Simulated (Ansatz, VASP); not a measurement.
**K in VASP and in Ansatz**

```xyz
1
Lattice="0.0000 3.3703 3.3703 3.3703 0.0000 3.3703 3.3703 3.3703 0.0000" Properties=species:S:1:pos:R:3 pbc="T T T"
K     0.0000    0.0000    0.0000
```

Alike in both runs: task single point; functional r2SCAN; k mesh 9 × 9 × 9; occupations fermi-dirac, width 0.1 eV; no spin polarisation.

|  | VASP | Ansatz |
| --- | --- | --- |
| version | VASP 6.6.1 | Ansatz 0.2.0 |
| potentials or method | VASP PAW PBE potentials, release 64 (K_sv), cutoff 520 eV | plane waves (500 eV) with PAW, scalar-relativistic |
| valence electrons in the cell | 9 | 9 |

|  | VASP | Ansatz | Ansatz less VASP |
| --- | --- | --- | --- |
| pressure (GPa) | 0.0 | 0.0 | +0.02 |

VASP's potentials were made for PBE, not for r2SCAN.
